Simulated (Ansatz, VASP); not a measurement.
**Ir in VASP and in Ansatz**

```
CELL_PARAMETERS angstrom
0.00000 1.91560 1.91560
1.91560 0.00000 1.91560
1.91560 1.91560 0.00000
ATOMIC_POSITIONS crystal
Ir 0.00000 0.00000 0.00000
```

Alike in both runs: task single point; functional PBE; k mesh 12 × 12 × 12; occupations gaussian, width 0.024 eV; no spin polarisation.

```csv
,VASP,Ansatz
version,VASP 6.6.1,Ansatz 0.2.0
potentials or method,"VASP PAW PBE potentials, release 64 (Ir), cutoff 520 eV","all-electron LAPW, scalar-relativistic"
```

|  | VASP | Ansatz | Ansatz less VASP |
| --- | --- | --- | --- |
| gap on the k mesh at the Fermi level (eV) | none | none | - |
| pressure (GPa) | 11.8 | 11.0 | -0.73 |

A gap of «none» marks a metal or a gap that the smearing closes. Ansatz ran all-electron here, and VASP with PAW potentials.

Neither program's run includes spin-orbit coupling.
